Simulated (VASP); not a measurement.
# ReRhO (P4/mmm) in VASP: further runs

ReRhO is run at these levels: PBE; tasks: single point, relaxation of cell and atoms.

Everything below comes from runs of VASP 6.6.1. Logs are shortened: lines on timing, memory, paths and dates and some standing lists are left out, and cuts for length are marked.

## 1. The cell of the first run

The structure is tetragonal, space group P4/mmm (No. 123). The conventional cell has a = 2.980 Å, b = 2.980 Å, c = 4.205 Å, α = 90.00°, β = 90.00°, γ = 90.00°. Within 2.8 Å of Re (site symmetry 4/mmm) lie 4 O at 2.11 Å. Within 2.8 Å of Rh (site symmetry 4/mmm) lie 2 O at 2.10 Å. Within 2.8 Å of O (site symmetry 4/mmm) lie 2 Rh at 2.10 Å and 4 Re at 2.11 Å.

The cell was generated, and may not be a known phase.

## 2. Single point, PBE

INCAR reads:

```
PREC = Accurate ; ENCUT = 520
EDIFF = 1E-7 ; ISMEAR = 0
SIGMA = 0.1 ; LREAL = False
LASPH = True ; NELM = 60
ALGO = Normal ; ISIF = 2
LWAVE = False ; LCHARG = False
GGA = PE ; NBANDS = 21
```

KPOINTS reads:

```
Automatic mesh
0
Gamma
  6 6 4
```

POSCAR reads:

```
ReRhO
1.0
    2.9803612219      0.0000000000      0.0000000000
    0.0000000000      2.9803612219      0.0000000000
    0.0000000000      0.0000000000      4.2053650211
Re Rh O
1 1 1
Direct
    0.0000000000      0.0000000000      0.5000000000
    0.5000000000      0.5000000000      0.0000000000
    0.5000000000      0.5000000000      0.5000000000
```

Potentials or basis: VASP PAW PBE potentials, release 64 (Re, Rh_pv, O).

Launch:

```bash
> cat potpaw_PBE.64/Re/POTCAR potpaw_PBE.64/Rh_pv/POTCAR potpaw_PBE.64/O/POTCAR > POTCAR
> mpirun -np 1 vasp_std > vasp.out
```

OUTCAR:

```text
PREC = Accurate
   ENCUT = 520
   EDIFF = 1E-7
   ISMEAR = 0
   LREAL = False
   LASPH = True
   NELM = 60
   ISIF = 2
   GGA = PE

 ion  position               nearest neighbor table
   1  0.000  0.000  0.500-   3 2.11   3 2.11   3 2.11   3 2.11   2 2.98   2 2.98   2 2.98   2 2.98
                             2 2.98   2 2.98   2 2.98   2 2.98
   2  0.500  0.500  0.000-   3 2.10   3 2.10   1 2.98   1 2.98   1 2.98   1 2.98   1 2.98   1 2.98
                             1 2.98   1 2.98
   3  0.500  0.500  0.500-   2 2.10   2 2.10   1 2.11   1 2.11   1 2.11   1 2.11

  LATTYP: Found a simple tetragonal cell.
 ALAT       =     2.9803612219
 C/A-ratio  =     1.4110252778

  Lattice vectors:

 A1 = (   2.9803612219,   0.0000000000,   0.0000000000)
 A2 = (   0.0000000000,   2.9803612219,   0.0000000000)
 A3 = (   0.0000000000,   0.0000000000,   4.2053650211)

Analysis of symmetry for initial positions (statically):
=====================================================================
 Subroutine PRICEL returns:
 Original cell was already a primitive cell.

 Routine SETGRP: Setting up the symmetry group for a
 simple tetragonal supercell.

 Subroutine GETGRP returns: Found 16 space group operations
 (whereof 16 operations were pure point group operations)
 out of a pool of 16 trial point group operations.

The static configuration has the point symmetry D_4h.

Analysis of symmetry for dynamics (positions and initial velocities):
=====================================================================
 Subroutine PRICEL returns:
 Original cell was already a primitive cell.

 Routine SETGRP: Setting up the symmetry group for a
 simple tetragonal supercell.

 Subroutine GETGRP returns: Found 16 space group operations
 (whereof 16 operations were pure point group operations)
 out of a pool of 16 trial point group operations.

The dynamic configuration has the point symmetry D_4h.

 Subroutine INISYM returns: Found 16 space group operations
 (whereof 16 operations are pure point group operations),
 and found     1 'primitive' translations

----------------------------------------------------------------------------------------

                                     Primitive cell

  volume of cell :      37.3544

  direct lattice vectors                    reciprocal lattice vectors
     2.980361222  0.000000000  0.000000000     0.335529798  0.000000000  0.000000000
     0.000000000  2.980361222  0.000000000     0.000000000  0.335529798  0.000000000
     0.000000000  0.000000000  4.205365021     0.000000000  0.000000000  0.237791487

  length of vectors
     2.980361222  2.980361222  4.205365021     0.335529798  0.335529798  0.237791487

  position of ions in fractional coordinates (direct lattice)
     0.000000000  0.000000000  0.500000000
     0.500000000  0.500000000  0.000000000
     0.500000000  0.500000000  0.500000000

  ion indices of the primitive-cell ions
   primitive index   ion index
                 1           1
                 2           2
                 3           3

----------------------------------------------------------------------------------------

 KPOINTS: Automatic mesh

Automatic generation of k-mesh.
 Grid dimensions read from file:
 generate k-points for:    6    6    4

 Generating k-lattice:

  Cartesian coordinates                     Fractional coordinates (reciprocal lattice)
     0.055921633  0.000000000  0.000000000     0.166666667  0.000000000  0.000000000
     0.000000000  0.055921633  0.000000000     0.000000000  0.166666667  0.000000000
     0.000000000  0.000000000  0.059447872     0.000000000  0.000000000  0.250000000

  Length of vectors
     0.055921633  0.055921633  0.059447872

  Shift w.r.t. Gamma in fractional coordinates (k-lattice)
     0.000000000  0.000000000  0.000000000

 Subroutine IBZKPT returns following result:
 ===========================================

 Found     30 irreducible k-points:

 Following reciprocal coordinates:
            Coordinates               Weight
  0.000000  0.000000  0.000000      1.000000
  0.166667  0.000000  0.000000      4.000000
  0.333333  0.000000  0.000000      4.000000
  0.500000  0.000000  0.000000      2.000000
  0.166667  0.166667  0.000000      4.000000
  0.333333  0.166667  0.000000      8.000000
[... 16 lines left out ...]
  0.333333  0.000000  0.500000      4.000000
  0.500000  0.000000  0.500000      2.000000
 [... further k-points ...]
   k-points           NKPTS =     30   k-points in BZ     NKDIM =     30   number of bands    NBANDS=     21
   number of dos      NEDOS =    301   number of ions     NIONS =      3
   total plane-waves  NPLWV =  18432
   dimension x,y,z NGX =    24 NGY =   24 NGZ =   32
   dimension x,y,z NGXF=    48 NGYF=   48 NGZF=   64
   ions per type =               1   1   1
   NGX,Y,Z   is equivalent  to a cutoff of  13.39, 13.39, 12.65 a.u.
   NGXF,Y,Z  is equivalent  to a cutoff of  26.77, 26.77, 25.30 a.u.
 SYSTEM =  unknown system
   PREC   = accura    normal or accurate (medium, high low for compatibility)
   ISTART =      0    job   : 0-new  1-cont  2-samecut
   ICHARG =      2    charge: 1-file 2-atom 10-const
   ISPIN  =      1    spin polarized calculation?
   LNONCOLLINEAR =      F non collinear calculations
   LSORBIT =      F    spin-orbit coupling
   LASPH  =      T    aspherical Exc in radial PAW
   ENCUT  =  520.0 eV  38.22 Ry    6.18 a.u.   5.54  5.54  7.82*2*pi/ulx,y,z
   NELM   =     60;   NELMIN=  2; NELMDL= -5     # of ELM steps
   EDIFF  = 0.1E-06   stopping-criterion for ELM
   LREAL  =      F    real-space projection
   EDIFFG = 0.1E-05   stopping-criterion for IOM
   NSW    =      0    number of steps for IOM
   IBRION =     -1    ionic relax: 0-MD 1-quasi-New 2-CG
   NFREE  =      0    steps in history (QN), initial steepest desc. (CG)
   ISIF   =      2    stress and relaxation
   ISYM   =      2    0-nonsym 1-usesym 2-fastsym
   POTIM  = 0.5000    time-step for ionic-motion
   TEBEG  =    0.0;   TEEND  =   0.0 temperature during run
   PSTRESS=    0.0 pullay stress
   NELECT =      28.0000    total number of electrons
   NUPDOWN=      -1.0000    fix difference up-down
   EMIN   =  10.00;   EMAX   =-10.00  energy-range for DOS
   EFERMI =   0.00;   METHOD = LEGACY
   ISMEAR =     0;   SIGMA  =   0.10  broadening in eV -4-tet -1-fermi 0-gaus
   EFERMI_NEDOS =   21; number of points for ismear=-14 and -15
   IALGO  =     38    algorithm
   IMIX   =      4    mixing-type and parameters
     AMIX     =   0.40;   BMIX     =  1.00
     AMIX_MAG =   1.60;   BMIX_MAG =  1.00
  volume/ion in A,a.u.               =      12.45        84.03
  Fermi-wavevector in a.u.,A,eV,Ry     =   1.487123  2.810256 30.089774  2.211536
  Thomas-Fermi vector in A             =   2.600324
   LORBIT       =      0    0 simple, 1 ext, 2 COOP (PROOUT), +10 PAW based schemes
   GGA     = PE    functional components
   LHFCALC =     F    Hartree Fock is set to
   AEXX    =    0.0000 exact exchange contribution
   IVDW    =     0    specifies the selected vdW correction
   LEPSILON=     F    determine dielectric tensor
   LRPA    =     F    only Hartree local field effects (RPA)
 non-spin polarized calculation
 Gauss-broadening in eV      SIGMA  =   0.10
  energy-cutoff  :      520.00
  volume of cell :       37.35
 maximum number of plane-waves:      1023
 NGX is ok and might be reduce to    24
   NGX = 11   NGY = 11   NGZ = 15

 number of electron      27.9999991 magnetization

 Free energy of the ion-electron system (eV)
  ---------------------------------------------------
  ext. energy  EPLUGINS =         0.00000000
  ---------------------------------------------------
  free energy    TOTEN  =       -22.90251567 eV

  energy without entropy =      -22.87834143  energy(sigma->0) =      -22.89042855

 E-fermi :   9.4183     XC(G=0): -13.2031

 val. band max:        9.4068336474   @ k =   0.3333   0.0000   0.0000
 cond. band min:       9.4199395784   @ k =   0.0000   0.0000   0.5000
 fundamental gap:      0.0131059311
 Fermi energy:         9.4182846132

 k-point     1 :       0.0000    0.0000    0.0000
  band No.  band energies     occupation
      1     -37.6193      2.00000
      2     -36.8764      2.00000
      3     -36.8764      2.00000
      4     -14.1148      2.00000
      5       1.3892      2.00000
      6       2.2342      2.00000
[... 13 lines left out ...]
     20      17.5813      0.00000
     21      21.4676      0.00000

 k-point     2 :       0.1667    0.0000    0.0000
  band No.  band energies     occupation
      1     -37.6166      2.00000
      2     -36.9096      2.00000
      3     -36.8738      2.00000
      4     -13.8737      2.00000
      5       0.6873      2.00000
      6       1.2372      2.00000
[... 13 lines left out ...]
     20      17.0810      0.00000
     21      20.1114      0.00000

 k-point     3 :       0.3333    0.0000    0.0000
  band No.  band energies     occupation
      1     -37.6113      2.00000
      2     -36.9756      2.00000
      3     -36.8687      2.00000
      4     -13.3547      2.00000
      5      -1.1501      2.00000
      6       0.1060      2.00000
[... 13 lines left out ...]
     20      17.4653      0.00000
     21      19.0206      0.00000

 k-point     4 :       0.5000    0.0000    0.0000
  band No.  band energies     occupation
      1     -37.6086      2.00000
      2     -37.0084      2.00000
      3     -36.8661      2.00000
      4     -13.0717      2.00000
      5      -1.9123      2.00000
      6      -0.3781      2.00000
[... 13 lines left out ...]
     20      18.7577      0.00000
     21      19.1872      0.00000

 k-point     5 :       0.1667    0.1667    0.0000
  band No.  band energies     occupation
      1     -37.6138      2.00000
      2     -36.9076      2.00000
      3     -36.9060      2.00000
      4     -13.7158      2.00000
      5      -0.1589      2.00000
      6       1.1946      2.00000
[... 13 lines left out ...]
     20      17.2187      0.00000
     21      19.4682      0.00000

 k-point     6 :       0.3333    0.1667    0.0000
  band No.  band energies     occupation
      1     -37.6082      2.00000
      2     -36.9723      2.00000
      3     -36.9011      2.00000
      4     -13.3984      2.00000
      5      -1.0567      2.00000
      6       0.5039      2.00000
[... 13 lines left out ...]
     20      17.9758      0.00000
     21      18.7757      0.00000

 k-point     7 :       0.5000    0.1667    0.0000
  band No.  band energies     occupation
      1     -37.6054      2.00000
      2     -37.0048      2.00000
      3     -36.8983      2.00000
      4     -13.2389      2.00000
      5      -1.2804      2.00000
      6      -0.0534      2.00000
[... 13 lines left out ...]
     20      19.1119      0.00000
     21      19.9491      0.00000
[... 291 lines left out ...]
      1     -37.5998      2.00000
      2     -36.9944      2.00000
      3     -36.9944      2.00000
      4     -13.5783      2.00000
      5       0.7890      2.00000
      6       0.7891      2.00000
[... 13 lines left out ...]
     20      15.2105      0.00000
     21      18.9833      0.00000

 k-point    21 :       0.0000    0.0000    0.5000
  band No.  band energies     occupation
      1     -37.6293      2.00000
      2     -36.8765      2.00000
      3     -36.8765      2.00000
      4     -13.8361      2.00000
      5      -0.4795      2.00000
      6       1.9256      2.00000
[... 13 lines left out ...]
     20      24.2628      0.00000
     21      24.4885      0.00000

 k-point    22 :       0.1667    0.0000    0.5000
  band No.  band energies     occupation
      1     -37.6255      2.00000
      2     -36.9093      2.00000
      3     -36.8738      2.00000
      4     -13.5953      2.00000
      5      -0.5631      2.00000
      6       0.4869      2.00000
[... 13 lines left out ...]
     20      21.2574      0.00000
     21      23.1708      0.00000

 k-point    23 :       0.3333    0.0000    0.5000
  band No.  band energies     occupation
      1     -37.6179      2.00000
      2     -36.9744      2.00000
      3     -36.8685      2.00000
      4     -13.0749      2.00000
      5      -1.3779      2.00000
      6      -0.7500      2.00000
[... 13 lines left out ...]
     20      18.2545      0.00000
     21      19.6006      0.00000

 k-point    24 :       0.5000    0.0000    0.5000
  band No.  band energies     occupation
      1     -37.6141      2.00000
      2     -37.0067      2.00000
      3     -36.8658      2.00000
      4     -12.7896      2.00000
      5      -2.1534      2.00000
      6      -0.8509      2.00000
[... 13 lines left out ...]
     20      17.0830      0.00000
     21      17.5411      0.00000

 [... further k-points ...]
[... 5 lines left out ...]
  --------------------------------------------------------------------------------------
  -------------------------------------------------------------------------------------
  Total        0.5164187      0.5164187     -0.1084285      0.0000000      0.0000000      0.0000000
  in kB       22.1498638     22.1498638     -4.6506389      0.0000000      0.0000000      0.0000000
  external PRESSURE =      13.2163629 kB  Pullay stress =       0.0000000 kB

 VOLUME and BASIS-vectors are now :
 -----------------------------------------------------------------------------
  energy-cutoff  :      520.00
  volume of cell :       37.35
      direct lattice vectors                 reciprocal lattice vectors
     2.980361222  0.000000000  0.000000000     0.335529798  0.000000000  0.000000000
     0.000000000  2.980361222  0.000000000     0.000000000  0.335529798  0.000000000
     0.000000000  0.000000000  4.205365021     0.000000000  0.000000000  0.237791487

 POSITION                                       TOTAL-FORCE (eV/Angst)
 -----------------------------------------------------------------------------------
      0.00000      0.00000      2.10268         0.000000      0.000000      0.000000
      1.49018      1.49018      0.00000         0.000000      0.000000      0.000000
      1.49018      1.49018      2.10268         0.000000      0.000000      0.000000
 -----------------------------------------------------------------------------------
    total drift:                                0.000000     -0.000000     -0.000000

  FREE ENERGIE OF THE ION-ELECTRON SYSTEM (eV)
  ---------------------------------------------------
  free  energy   TOTEN  =       -22.9025156739 eV

  energy  without entropy=      -22.8783414334  energy(sigma->0) =      -22.89042855
```

It took 55 s on 1 thread of Oxide Virtual Turin-like, shared host; peak memory 0.13 GiB.

What came out:

| Property | Result |
| --- | --- |
| Free energy | -22.9025 eV |
| Pressure | 1.3 GPa |
| Band gap on the k mesh | zero (bands 14 and 15 overlap by 1.61 eV) |

Stress tensor (GPa, compression positive):
```
 2.21  0.00  0.00
 0.00  2.21  0.00
 0.00  0.00 -0.47
```

Caveat: the k points lie up to 0.37 Å⁻¹ apart, too coarse for converged energies and pressures of a metal; spin-orbit coupling is left out, which moves the levels of the heavy elements.

(Continued in part 2 of 2.)

The gap in the log of VASP goes by the Fermi energy; the results here count the filled bands.